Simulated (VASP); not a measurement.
# HfC (Pm-3m) in VASP: single point with LDA

Aim: the single point of HfC with LDA.

Everything below comes from runs of VASP 6.6.1. Logs are shortened: lines on timing, memory, paths and dates and some standing lists are left out, and cuts for length are marked.

## (1) The cell of the first run

Symmetry: Pm-3m, No. 221, cubic system. Conventional cell: a = 2.885 Å, b = 2.885 Å, c = 2.885 Å, α = 90.00°, β = 90.00°, γ = 90.00°. Hf (site symmetry m-3m) has 8 C at 2.50 Å and 6 Hf at 2.88 Å within 3.3 Å. C (site symmetry m-3m) has 8 Hf at 2.50 Å and 6 C at 2.88 Å within 3.3 Å.

## (2) Single point, LDA

INCAR reads:

```
PREC = Accurate ; ENCUT = 520
EDIFF = 1E-6 ; ISMEAR = 0
SIGMA = 0.05 ; LREAL = False
LASPH = True ; NELM = 60
ALGO = Normal ; ISIF = 2
LWAVE = False ; LCHARG = False
GGA = CA ; NBANDS = 14
```

KPOINTS reads:

```
regular mesh
0
Gamma
  6 6 6
```

POSCAR reads:

```
HfC
1.0
    2.8848877812      0.0000000000      0.0000000000
    0.0000000000      2.8848877812      0.0000000000
    0.0000000000      0.0000000000      2.8848877812
Hf C
1 1
Direct
    0.0000000000      0.0000000000      0.0000000000
    0.5000000000      0.5000000000      0.5000000000
```

Potentials or basis: VASP PAW LDA potentials, release 64 (Hf_pv, C).

Started as:

```console
$ cat potpaw_LDA.64/Hf_pv/POTCAR potpaw_LDA.64/C/POTCAR > POTCAR
$ mpirun -np 1 vasp_std > vasp.out
```

OUTCAR:

```text
PREC = Accurate
   ENCUT = 520
   EDIFF = 1E-6
   ISMEAR = 0
   LREAL = False
   LASPH = True
   NELM = 60
   ISIF = 2
   GGA = CA

 ion  position               nearest neighbor table
   1  0.000  0.000  0.000-   2 2.50   2 2.50   2 2.50   2 2.50   2 2.50   2 2.50   2 2.50   2 2.50

   2  0.500  0.500  0.500-   1 2.50   1 2.50   1 2.50   1 2.50   1 2.50   1 2.50   1 2.50   1 2.50

  LATTYP: Found a simple cubic cell.
 ALAT       =     2.8848877812

  Lattice vectors:

 A1 = (   2.8848877812,   0.0000000000,   0.0000000000)
 A2 = (   0.0000000000,   2.8848877812,   0.0000000000)
 A3 = (   0.0000000000,   0.0000000000,   2.8848877812)

Analysis of symmetry for initial positions (statically):
=====================================================================
 Subroutine PRICEL returns:
 Original cell was already a primitive cell.

 Routine SETGRP: Setting up the symmetry group for a
 simple cubic supercell.

 Subroutine GETGRP returns: Found 48 space group operations
 (whereof 48 operations were pure point group operations)
 out of a pool of 48 trial point group operations.

The static configuration has the point symmetry O_h .

Analysis of symmetry for dynamics (positions and initial velocities):
=====================================================================
 Subroutine PRICEL returns:
 Original cell was already a primitive cell.

 Routine SETGRP: Setting up the symmetry group for a
 simple cubic supercell.

 Subroutine GETGRP returns: Found 48 space group operations
 (whereof 48 operations were pure point group operations)
 out of a pool of 48 trial point group operations.

The dynamic configuration has the point symmetry O_h .

 Subroutine INISYM returns: Found 48 space group operations
 (whereof 48 operations are pure point group operations),
 and found     1 'primitive' translations

----------------------------------------------------------------------------------------

                                     Primitive cell

  volume of cell :      24.0097

  direct lattice vectors                    reciprocal lattice vectors
     2.884887781  0.000000000  0.000000000     0.346633934  0.000000000  0.000000000
     0.000000000  2.884887781  0.000000000     0.000000000  0.346633934  0.000000000
     0.000000000  0.000000000  2.884887781     0.000000000  0.000000000  0.346633934

  length of vectors
     2.884887781  2.884887781  2.884887781     0.346633934  0.346633934  0.346633934

  position of ions in fractional coordinates (direct lattice)
     0.000000000  0.000000000  0.000000000
     0.500000000  0.500000000  0.500000000

  ion indices of the primitive-cell ions
   primitive index   ion index
                 1           1
                 2           2

----------------------------------------------------------------------------------------

 KPOINTS: regular mesh

Automatic generation of k-mesh.
 Grid dimensions read from file:
 generate k-points for:    6    6    6

 Generating k-lattice:

  Cartesian coordinates                     Fractional coordinates (reciprocal lattice)
     0.057772322  0.000000000  0.000000000     0.166666667  0.000000000  0.000000000
     0.000000000  0.057772322  0.000000000     0.000000000  0.166666667  0.000000000
     0.000000000  0.000000000  0.057772322     0.000000000  0.000000000  0.166666667

  Length of vectors
     0.057772322  0.057772322  0.057772322

  Shift w.r.t. Gamma in fractional coordinates (k-lattice)
     0.000000000  0.000000000  0.000000000

 Subroutine IBZKPT returns following result:
 ===========================================

 Found     20 irreducible k-points:

 Following reciprocal coordinates:
            Coordinates               Weight
  0.000000  0.000000  0.000000      1.000000
  0.166667  0.000000  0.000000      6.000000
  0.333333  0.000000  0.000000      6.000000
  0.500000  0.000000  0.000000      3.000000
  0.166667  0.166667  0.000000     12.000000
  0.333333  0.166667  0.000000     24.000000
[... 12 lines left out ...]
  0.500000  0.500000  0.333333      6.000000
  0.500000  0.500000  0.500000      1.000000
   k-points           NKPTS =     20   k-points in BZ     NKDIM =     20   number of bands    NBANDS=     14
   number of dos      NEDOS =    301   number of ions     NIONS =      2
   total plane-waves  NPLWV =  13824
   dimension x,y,z NGX =    24 NGY =   24 NGZ =   24
   dimension x,y,z NGXF=    48 NGYF=   48 NGZF=   48
   ions per type =               1   1
   NGX,Y,Z   is equivalent  to a cutoff of  13.83, 13.83, 13.83 a.u.
   NGXF,Y,Z  is equivalent  to a cutoff of  27.66, 27.66, 27.66 a.u.
 SYSTEM =  unknown system
   PREC   = accura    normal or accurate (medium, high low for compatibility)
   ISTART =      0    job   : 0-new  1-cont  2-samecut
   ICHARG =      2    charge: 1-file 2-atom 10-const
   ISPIN  =      1    spin polarized calculation?
   LNONCOLLINEAR =      F non collinear calculations
   LSORBIT =      F    spin-orbit coupling
   LASPH  =      T    aspherical Exc in radial PAW
   ENCUT  =  520.0 eV  38.22 Ry    6.18 a.u.   5.36  5.36  5.36*2*pi/ulx,y,z
   NELM   =     60;   NELMIN=  2; NELMDL= -5     # of ELM steps
   EDIFF  = 0.1E-05   stopping-criterion for ELM
   LREAL  =      F    real-space projection
   EDIFFG = 0.1E-04   stopping-criterion for IOM
   NSW    =      0    number of steps for IOM
   IBRION =     -1    ionic relax: 0-MD 1-quasi-New 2-CG
   NFREE  =      0    steps in history (QN), initial steepest desc. (CG)
   ISIF   =      2    stress and relaxation
   ISYM   =      2    0-nonsym 1-usesym 2-fastsym
   POTIM  = 0.5000    time-step for ionic-motion
   TEBEG  =    0.0;   TEEND  =   0.0 temperature during run
   PSTRESS=    0.0 pullay stress
   NELECT =      14.0000    total number of electrons
   NUPDOWN=      -1.0000    fix difference up-down
   EMIN   =  10.00;   EMAX   =-10.00  energy-range for DOS
   EFERMI =   0.00;   METHOD = LEGACY
   ISMEAR =     0;   SIGMA  =   0.05  broadening in eV -4-tet -1-fermi 0-gaus
   EFERMI_NEDOS =   21; number of points for ismear=-14 and -15
   IALGO  =     38    algorithm
   IMIX   =      4    mixing-type and parameters
     AMIX     =   0.40;   BMIX     =  1.00
     AMIX_MAG =   1.60;   BMIX_MAG =  1.00
  volume/ion in A,a.u.               =      12.00        81.01
  Fermi-wavevector in a.u.,A,eV,Ry     =   1.367693  2.584565 25.450838  1.870584
  Thomas-Fermi vector in A             =   2.493723
   LORBIT       =      0    0 simple, 1 ext, 2 COOP (PROOUT), +10 PAW based schemes
   GGA     = CA    functional components
   LHFCALC =     F    Hartree Fock is set to
   AEXX    =    0.0000 exact exchange contribution
   IVDW    =     0    specifies the selected vdW correction
   LEPSILON=     F    determine dielectric tensor
   LRPA    =     F    only Hartree local field effects (RPA)
 non-spin polarized calculation
 Gauss-broadening in eV      SIGMA  =   0.05
  energy-cutoff  :      520.00
  volume of cell :       24.01
 maximum number of plane-waves:       672
 NGX is ok and might be reduce to    24
   NGX = 11   NGY = 11   NGZ = 11

 number of electron      13.9999999 magnetization

 Free energy of the ion-electron system (eV)
  ---------------------------------------------------
  ext. energy  EPLUGINS =         0.00000000
  ---------------------------------------------------
  free energy    TOTEN  =       -20.18223811 eV

  energy without entropy =      -20.17527336  energy(sigma->0) =      -20.17875574

 E-fermi :   6.6160     XC(G=0): -12.8116

 val. band max:        6.6095591169   @ k =   0.5000   0.3333   0.1667
 cond. band min:       6.6439791298   @ k =   0.5000   0.3333   0.0000
 fundamental gap:      0.0344200129
 Fermi energy:         6.6160382542

 k-point     1 :       0.0000    0.0000    0.0000
  band No.  band energies     occupation
      1     -23.0533      2.00000
      2     -23.0533      2.00000
      3     -23.0533      2.00000
      4      -6.0930      2.00000
      5       4.6516      2.00000
      6       4.6516      2.00000
      7       7.7031      0.00000
      8       7.7031      0.00000
      9       7.7031      0.00000
     10      12.8235      0.00000
     11      12.8235      0.00000
     12      12.8235      0.00000
     13      13.4329      0.00000
     14      19.1063      0.00000

 k-point     2 :       0.1667    0.0000    0.0000
  band No.  band energies     occupation
      1     -23.3532      2.00000
      2     -23.0259      2.00000
      3     -23.0259      2.00000
      4      -5.4975      2.00000
      5       3.9964      2.00000
      6       4.9078      2.00000
      7       7.0493      0.00000
      8       7.0493      0.00000
      9       8.0034      0.00000
     10      12.9603      0.00000
     11      13.3603      0.00000
     12      13.3603      0.00000
     13      14.5823      0.00000
     14      19.1067      0.00000

 k-point     3 :       0.3333    0.0000    0.0000
  band No.  band energies     occupation
      1     -23.9120      2.00000
      2     -22.9706      2.00000
      3     -22.9706      2.00000
      4      -3.9987      2.00000
      5       1.6078      2.00000
      6       5.4962      2.00000
      7       5.9830      2.00000
      8       5.9830      2.00000
      9      10.9182      0.00000
     10      13.2508      0.00000
     11      14.4232      0.00000
     12      14.4232      0.00000
     13      16.1821      0.00000
     14      18.1712      0.00000

 k-point     4 :       0.5000    0.0000    0.0000
  band No.  band energies     occupation
      1     -24.1739      2.00000
      2     -22.9427      2.00000
      3     -22.9427      2.00000
      4      -2.6609      2.00000
      5      -0.1572      2.00000
      6       5.5244      2.00000
      7       5.5244      2.00000
      8       5.8432      2.00000
      9      13.4055      0.00000
     10      13.5282      0.00000
     11      15.0425      0.00000
     12      15.0425      0.00000
     13      16.9186      0.00000
     14      17.6414      0.00000

 k-point     5 :       0.1667    0.1667    0.0000
  band No.  band energies     occupation
      1     -23.3418      2.00000
      2     -23.2979      2.00000
      3     -22.9993      2.00000
      4      -4.9762      2.00000
      5       3.9668      2.00000
      6       4.4995      2.00000
      7       6.4852      1.99979
      8       6.8418      0.00000
      9       9.0537      0.00000
     10      11.8752      0.00000
     11      12.5599      0.00000
[... 208 lines left out ...]
 k-point    18 :       0.5000    0.3333    0.3333
  band No.  band energies     occupation
      1     -23.9022      2.00000
      2     -23.6399      2.00000
      3     -23.6087      2.00000
      4      -2.2306      2.00000
      5       1.8326      2.00000
      6       1.9416      2.00000
      7       4.4280      2.00000
      8      10.3491      0.00000
      9      10.6448      0.00000
     10      12.1732      0.00000
     11      15.2828      0.00000
     12      15.8792      0.00000
     13      18.3079      0.00000
     14      18.7481      0.00000

 k-point    19 :       0.5000    0.5000    0.3333
  band No.  band energies     occupation
      1     -23.8584      2.00000
      2     -23.8584      2.00000
      3     -23.5861      2.00000
      4      -1.8284      2.00000
      5       1.6060      2.00000
      6       1.6060      2.00000
      7       3.0804      2.00000
      8      10.7549      0.00000
      9      13.3446      0.00000
     10      13.3446      0.00000
     11      15.5440      0.00000
     12      15.7906      0.00000
     13      18.4615      0.00000
     14      18.4615      0.00000

 k-point    20 :       0.5000    0.5000    0.5000
  band No.  band energies     occupation
      1     -23.8164      2.00000
      2     -23.8164      2.00000
      3     -23.8164      2.00000
      4      -0.4694      2.00000
      5       1.0314      2.00000
      6       1.0314      2.00000
      7       1.0314      2.00000
      8      15.6452      0.00000
      9      15.6452      0.00000
     10      15.6452      0.00000
     11      15.8642      0.00000
     12      15.8647      0.00000
     13      16.1953      0.00000
     14      16.1953      0.00000

------------------------ aborting loop because EDIFF is reached ----------------------------------------

  FORCE on cell =-STRESS in cart. coord.  units (eV):
  Direction    XX          YY          ZZ          XY          YZ          ZX
  --------------------------------------------------------------------------------------
  -------------------------------------------------------------------------------------
  Total       -1.5137516     -1.5137516     -1.5137516      0.0000000      0.0000000      0.0000000
  in kB     -101.0132702   -101.0132702   -101.0132702      0.0000000      0.0000000      0.0000000
  external PRESSURE =    -101.0132702 kB  Pullay stress =       0.0000000 kB

 VOLUME and BASIS-vectors are now :
 -----------------------------------------------------------------------------
  energy-cutoff  :      520.00
  volume of cell :       24.01
      direct lattice vectors                 reciprocal lattice vectors
     2.884887781  0.000000000  0.000000000     0.346633934  0.000000000  0.000000000
     0.000000000  2.884887781  0.000000000     0.000000000  0.346633934  0.000000000
     0.000000000  0.000000000  2.884887781     0.000000000  0.000000000  0.346633934

 POSITION                                       TOTAL-FORCE (eV/Angst)
 -----------------------------------------------------------------------------------
      0.00000      0.00000      0.00000         0.000000      0.000000      0.000000
      1.44244      1.44244      1.44244         0.000000      0.000000      0.000000
 -----------------------------------------------------------------------------------
    total drift:                                0.000000      0.000000     -0.000000

  FREE ENERGIE OF THE ION-ELECTRON SYSTEM (eV)
  ---------------------------------------------------
  free  energy   TOTEN  =       -20.1822381123 eV

  energy  without entropy=      -20.1752733634  energy(sigma->0) =      -20.17875574
```

Run time: 2.6 s. Hardware: 1 thread of Intel Xeon 6975P-C (Granite Rapids), shared host; peak memory 0.12 GiB.

What came out:

| Property | Result |
| --- | --- |
| Free energy | -20.1822 eV |
| Pressure | -10.1 GPa |
| Band gap on the k mesh | zero (band 7 reaches 7.70 eV, above the bottom of band 8 at 5.84 eV) |

Caveat: the k points lie up to 0.36 Å⁻¹ apart; spin-orbit coupling is left out, which moves the levels of the heavy elements.
